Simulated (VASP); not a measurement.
# Cr2Fe (I4/mcm) in VASP: single point with PBE

Aim: the single point of Cr2Fe with PBE.

All numbers are computed with VASP 6.6.1; they aren't measurements. Logs are shortened: lines on timing, memory, paths and dates and some standing lists are left out, and cuts for length are marked.

### Step 1. The cell of the first run

Symmetry: I4/mcm, No. 140, tetragonal system. Conventional cell: a = 5.437 Å, b = 5.437 Å, c = 4.429 Å, α = 90.00°, β = 90.00°, γ = 90.00°. Within 3.1 Å of Cr (site symmetry m2m) lie 4 Fe at 2.32 Å and 11 Cr at 2.46 to 2.89 Å. Within 2.9 Å of Fe (site symmetry 422) lie 2 Fe at 2.21 Å and 8 Cr at 2.32 Å.

### Step 2. Single point, PBE

INCAR reads:

```
PREC     = Accurate       # precision mode
ENCUT    = 600            # plane-wave cutoff, eV
EDIFF    = 1E-6           # SCF threshold, eV
ISMEAR   = -1             # smearing method
SIGMA    = 0.1            # smearing width, eV
LREAL    = False          # projectors in reciprocal space
LASPH    = True           # aspherical terms in the spheres
NELM     = 120            # most SCF steps
ALGO     = Normal         # electronic algorithm
ISIF     = 2              # what is computed and relaxed
LWAVE    = False          # write WAVECAR
LCHARG   = False          # write CHGCAR
GGA      = PE             # functional
NBANDS   = 41             # bands
GGA_COMPAT= False
```

KPOINTS reads:

```
regular mesh
0
Gamma
  10 10 10
```

POSCAR reads:

```
Cr2Fe
1.0
    0.0000000000      0.0000000000      4.4292870000
    2.7182750000     -2.7182750000      2.2146440000
    2.7182750000      2.7182750000     -2.2146440000
Cr Fe
4 2
Direct
    0.6600000000      0.5000000000      0.8200000000
    0.1600000000      0.1800000000      0.5000000000
    0.3400000000      0.5000000000      0.1800000000
    0.8400000000      0.8200000000      0.5000000000
    0.2500000000      0.0000000000      0.0000000000
    0.7500000000      0.0000000000      0.0000000000
```

Potentials or basis: VASP PAW PBE potentials, release 64 (Cr_pv, Fe).

Started as:

```console
$ cat potpaw_PBE.64/Cr_pv/POTCAR potpaw_PBE.64/Fe/POTCAR > POTCAR
$ mpirun -np 1 vasp_std > vasp.out
```

OUTCAR:

```text
PREC = Accurate
   ENCUT = 600
   EDIFF = 1E-6
   ISMEAR = -1
   LREAL = False
   LASPH = True
   NELM = 120
   ISIF = 2
   GGA = PE

 ion  position               nearest neighbor table
   1  0.660  0.500  0.820-   5 2.32   5 2.32   6 2.32   6 2.32   3 2.46   3 2.61   3 2.61   4 2.82
                             2 2.82   2 2.82   4 2.82   4 2.89   4 2.89   2 2.89   2 2.89
   2  0.160  0.180  0.500-   6 2.32   6 2.32   5 2.32   5 2.32   4 2.46   4 2.61   4 2.61   3 2.82
                             1 2.82   1 2.82   3 2.82   3 2.89   3 2.89   1 2.89   1 2.89
   3  0.340  0.500  0.180-   6 2.32   6 2.32   5 2.32   5 2.32   1 2.46   1 2.61   1 2.61   2 2.82
                             4 2.82   4 2.82   2 2.82   2 2.89   2 2.89   4 2.89   4 2.89
   4  0.840  0.820  0.500-   5 2.32   5 2.32   6 2.32   6 2.32   2 2.46   2 2.61   2 2.61   1 2.82
                             3 2.82   3 2.82   1 2.82   1 2.89   1 2.89   3 2.89   3 2.89
   5  0.250  0.000  0.000-   6 2.21   6 2.21   1 2.32   4 2.32   4 2.32   1 2.32   3 2.32   2 2.32
                             2 2.32   3 2.32
   6  0.750  0.000  0.000-   5 2.21   5 2.21   3 2.32   2 2.32   3 2.32   2 2.32   4 2.32   1 2.32
                             4 2.32   1 2.32

  LATTYP: Found a body centered tetragonal cell.
 ALAT       =     5.4365500000
 C/A-ratio  =     0.8147238598

  Lattice vectors:

 A1 = (   2.7182750000,  -2.7182750000,  -2.2146430000)
 A2 = (  -2.7182750000,   2.7182750000,  -2.2146440000)
 A3 = (   2.7182750000,   2.7182750000,   2.2146430000)

Analysis of symmetry for initial positions (statically):
=====================================================================
 Subroutine PRICEL returns:
 Original cell was already a primitive cell.

 Routine SETGRP: Setting up the symmetry group for a
 body centered tetragonal supercell.

 Subroutine GETGRP returns: Found 16 space group operations
 (whereof  8 operations were pure point group operations)
 out of a pool of 16 trial point group operations.

The static configuration has the point symmetry C_4h.
 The point group associated with its full space group is D_4h.

Analysis of symmetry for dynamics (positions and initial velocities):
=====================================================================
 Subroutine PRICEL returns:
 Original cell was already a primitive cell.

 Routine SETGRP: Setting up the symmetry group for a
 body centered tetragonal supercell.

 Subroutine GETGRP returns: Found 16 space group operations
 (whereof  8 operations were pure point group operations)
 out of a pool of 16 trial point group operations.

The dynamic configuration has the point symmetry C_4h.
 The point group associated with its full space group is D_4h.

 Subroutine INISYM returns: Found 16 space group operations
 (whereof  8 operations are pure point group operations),
 and found     1 'primitive' translations

----------------------------------------------------------------------------------------

                                     Primitive cell

  volume of cell :      65.4562

  direct lattice vectors                    reciprocal lattice vectors
     0.000000000  0.000000000  4.429287000     0.000000000  0.183940224  0.225769972
     2.718275000 -2.718275000  2.214644000     0.183940183 -0.183940183  0.000000000
     2.718275000  2.718275000 -2.214644000     0.183940183  0.183940183  0.000000000

  length of vectors
     4.429287000  4.436517328  4.436517328     0.291214845  0.260130701  0.260130701

  position of ions in fractional coordinates (direct lattice)
     0.660000000  0.500000000  0.820000000
     0.160000000  0.180000000  0.500000000
     0.340000000  0.500000000  0.180000000
     0.840000000  0.820000000  0.500000000
     0.250000000  0.000000000  0.000000000
     0.750000000  0.000000000  0.000000000

  ion indices of the primitive-cell ions
   primitive index   ion index
                 1           1
                 2           2
                 3           3
                 4           4
                 5           5
                 6           6

----------------------------------------------------------------------------------------

 KPOINTS: regular mesh

Automatic generation of k-mesh.
 Grid dimensions read from file:
 generate k-points for:   10   10   10

 Generating k-lattice:

  Cartesian coordinates                     Fractional coordinates (reciprocal lattice)
     0.000000000  0.018394022  0.022576997     0.100000000  0.000000000  0.000000000
     0.018394018 -0.018394018  0.000000000     0.000000000  0.100000000  0.000000000
     0.018394018  0.018394018  0.000000000     0.000000000  0.000000000  0.100000000

  Length of vectors
     0.029121485  0.026013070  0.026013070

  Shift w.r.t. Gamma in fractional coordinates (k-lattice)
     0.000000000  0.000000000  0.000000000

 Subroutine IBZKPT returns following result:
 ===========================================

 Found    102 irreducible k-points:

 Following reciprocal coordinates:
            Coordinates               Weight
  0.000000  0.000000  0.000000      1.000000
  0.100000 -0.000000  0.000000      8.000000
  0.200000 -0.000000  0.000000      8.000000
  0.300000 -0.000000  0.000000      8.000000
  0.400000 -0.000000  0.000000      8.000000
  0.500000 -0.000000  0.000000      4.000000
[... 16 lines left out ...]
  0.000000  0.300000  0.000000      4.000000
 -0.400000  0.300000 -0.000000      8.000000
 [... further k-points ...]
   k-points           NKPTS =    102   k-points in BZ     NKDIM =    102   number of bands    NBANDS=     41
   number of dos      NEDOS =    301   number of ions     NIONS =      6
   total plane-waves  NPLWV =  46656
   dimension x,y,z NGX =    36 NGY =   36 NGZ =   36
   dimension x,y,z NGXF=    72 NGYF=   72 NGZF=   72
   ions per type =               4   2
   NGX,Y,Z   is equivalent  to a cutoff of  13.51, 13.49, 13.49 a.u.
   NGXF,Y,Z  is equivalent  to a cutoff of  27.02, 26.98, 26.98 a.u.
 SYSTEM =  unknown system
   PREC   = accura    normal or accurate (medium, high low for compatibility)
   ISTART =      0    job   : 0-new  1-cont  2-samecut
   ICHARG =      2    charge: 1-file 2-atom 10-const
   ISPIN  =      1    spin polarized calculation?
   LNONCOLLINEAR =      F non collinear calculations
   LSORBIT =      F    spin-orbit coupling
   LASPH  =      T    aspherical Exc in radial PAW
   ENCUT  =  600.0 eV  44.10 Ry    6.64 a.u.   8.85  8.86  8.86*2*pi/ulx,y,z
   NELM   =    120;   NELMIN=  2; NELMDL= -5     # of ELM steps
   EDIFF  = 0.1E-05   stopping-criterion for ELM
   LREAL  =      F    real-space projection
   EDIFFG = 0.1E-04   stopping-criterion for IOM
   NSW    =      0    number of steps for IOM
   IBRION =     -1    ionic relax: 0-MD 1-quasi-New 2-CG
   NFREE  =      0    steps in history (QN), initial steepest desc. (CG)
   ISIF   =      2    stress and relaxation
   ISYM   =      2    0-nonsym 1-usesym 2-fastsym
   POTIM  = 0.5000    time-step for ionic-motion
   TEBEG  =    0.0;   TEEND  =   0.0 temperature during run
   PSTRESS=    0.0 pullay stress
   NELECT =      64.0000    total number of electrons
   NUPDOWN=      -1.0000    fix difference up-down
   EMIN   =  10.00;   EMAX   =-10.00  energy-range for DOS
   EFERMI =   0.00;   METHOD = LEGACY
   ISMEAR =    -1;   SIGMA  =   0.10  broadening in eV -4-tet -1-fermi 0-gaus
   EFERMI_NEDOS =   21; number of points for ismear=-14 and -15
   IALGO  =     38    algorithm
   IMIX   =      4    mixing-type and parameters
     AMIX     =   0.40;   BMIX     =  1.00
     AMIX_MAG =   1.60;   BMIX_MAG =  1.00
  volume/ion in A,a.u.               =      10.91        73.62
  Fermi-wavevector in a.u.,A,eV,Ry     =   1.624868  3.070554 35.922026  2.640194
  Thomas-Fermi vector in A             =   2.718084
   LORBIT       =      0    0 simple, 1 ext, 2 COOP (PROOUT), +10 PAW based schemes
   GGA     = PE    functional components
   LHFCALC =     F    Hartree Fock is set to
   AEXX    =    0.0000 exact exchange contribution
   IVDW    =     0    specifies the selected vdW correction
   LEPSILON=     F    determine dielectric tensor
   LRPA    =     F    only Hartree local field effects (RPA)
 non-spin polarized calculation
  energy-cutoff  :      600.00
  volume of cell :       65.46
 maximum number of plane-waves:      2209
   NGX = 17   NGY = 17   NGZ = 17

 number of electron      63.9999986 magnetization

 Free energy of the ion-electron system (eV)
  ---------------------------------------------------
  ext. energy  EPLUGINS =         0.00000000
  ---------------------------------------------------
  free energy    TOTEN  =       -52.99392720 eV

  energy without entropy =      -52.75724236  energy(sigma->0) =      -52.87558478

 E-fermi :   9.8274     XC(G=0): -13.7613

 val. band max:        9.8272800316   @ k =   0.3000   0.1000   0.1000
 cond. band min:       9.8276458959   @ k =  -0.4000   0.3000  -0.0000
 fundamental gap:      0.0003658643
 Fermi energy:         9.8273567443

 k-point     1 :       0.0000    0.0000    0.0000
  band No.  band energies     occupation
      1     -33.3011      2.00000
      2     -33.2572      2.00000
      3     -33.1977      2.00000
      4     -33.1977      2.00000
      5     -33.1746      2.00000
      6     -33.1746      2.00000
[... 33 lines left out ...]
     40      11.7735      0.00000
     41      11.7735      0.00000

 k-point     2 :       0.1000   -0.0000    0.0000
  band No.  band energies     occupation
      1     -33.3086      2.00000
      2     -33.2609      2.00000
      3     -33.2155      2.00000
      4     -33.2055      2.00000
      5     -33.1546      2.00000
      6     -33.1536      2.00000
[... 33 lines left out ...]
     40      11.7470      0.00000
     41      11.7546      0.00000

 k-point     3 :       0.2000   -0.0000    0.0000
  band No.  band energies     occupation
      1     -33.3239      2.00000
      2     -33.2801      2.00000
      3     -33.2317      2.00000
      4     -33.1885      2.00000
      5     -33.1274      2.00000
      6     -33.1269      2.00000
[... 875 lines left out ...]
      2     -33.2546      2.00000
      3     -33.2499      2.00000
      4     -33.2025      2.00000
      5     -33.1622      2.00000
      6     -33.1331      2.00000
[... 33 lines left out ...]
     40      11.8739      0.00000
     41      11.9206      0.00000

 k-point    24 :      -0.4000    0.3000   -0.0000
  band No.  band energies     occupation
      1     -33.3529      2.00000
      2     -33.2644      2.00000
      3     -33.2079      2.00000
      4     -33.2043      2.00000
      5     -33.1300      2.00000
      6     -33.0951      2.00000
[... 33 lines left out ...]
     40      11.5609      0.00000
     41      11.6260      0.00000

 [... further k-points ...]
[... 5 lines left out ...]
  --------------------------------------------------------------------------------------
  -------------------------------------------------------------------------------------
  Total        6.9696301      6.9696301      9.2862680      0.0000000     -0.0000013      0.0000000
  in kB      170.5963413    170.5963413    227.3009213      0.0000000     -0.0000314      0.0000000
  external PRESSURE =     189.4978679 kB  Pullay stress =       0.0000000 kB

 VOLUME and BASIS-vectors are now :
 -----------------------------------------------------------------------------
  energy-cutoff  :      600.00
  volume of cell :       65.46
      direct lattice vectors                 reciprocal lattice vectors
     0.000000000  0.000000000  4.429287000     0.000000000  0.183940224  0.225769972
     2.718275000 -2.718275000  2.214644000     0.183940183 -0.183940183  0.000000000
     2.718275000  2.718275000 -2.214644000     0.183940183  0.183940183  0.000000000

 POSITION                                       TOTAL-FORCE (eV/Angst)
 -----------------------------------------------------------------------------------
      3.58812      0.86985      2.21464        -0.670189     -0.670189      0.000000
      1.84843      0.86985     -0.00000         0.670189     -0.670189      0.000000
      1.84843     -0.86985      2.21464         0.670189      0.670189     -0.000000
      3.58812     -0.86985      4.42929        -0.670189      0.670189     -0.000000
      0.00000      0.00000      1.10732         0.000000     -0.000000      0.000000
      0.00000      0.00000      3.32197         0.000000      0.000000      0.000000
 -----------------------------------------------------------------------------------
    total drift:                                0.000000      0.000000     -0.000000

  FREE ENERGIE OF THE ION-ELECTRON SYSTEM (eV)
  ---------------------------------------------------
  free  energy   TOTEN  =       -52.9939271970 eV

  energy  without entropy=      -52.7572423555  energy(sigma->0) =      -52.87558478
```

It took 12 min on 1 thread of Intel Xeon 8259CL, shared host; peak memory 0.4 GiB.

Results:

* Free energy: -52.9939 eV
* Pressure: 18.9 GPa
* Largest force: 0.948 eV/Å
* Band gap on the k mesh: zero (band 32 reaches 10.32 eV, above the bottom of band 33 at 9.63 eV)

Forces in eV/Å, atoms in the order of the input:
```
Cr  -0.670 -0.670  0.000
Cr   0.670 -0.670  0.000
Cr   0.670  0.670  0.000
Cr  -0.670  0.670  0.000
Fe   0.000  0.000  0.000
Fe   0.000  0.000  0.000
```

Levels at points of the mesh, in eV from the Fermi level:
| k point | band 29 | band 30 | band 31 | band 32 | band 33 | band 34 | band 35 | band 36 |
| --- | --- | --- | --- | --- | --- | --- | --- | --- |
| (0.00, 0.00, 0.00) | -0.74 | -0.51 | -0.51 | -0.49 | 0.00 | 0.21 | 0.24 | 0.39 |
| (0.50, 0.00, 0.00) | -0.80 | -0.80 | -0.38 | -0.38 | 0.40 | 0.40 | 0.66 | 0.66 |
| (0.00, 0.50, 0.00) | -0.70 | -0.46 | -0.36 | -0.32 | 0.18 | 0.29 | 1.06 | 1.18 |
| (0.00, 0.50, 0.50) | -0.99 | 0.21 | 0.21 | 0.33 | 0.33 | 0.62 | 1.04 | 1.04 |

Caveat: the run has no spin polarisation, though such a crystal can be magnetic. Spin polarisation is off, so any magnetic state and its effect on volume and gap are missing.
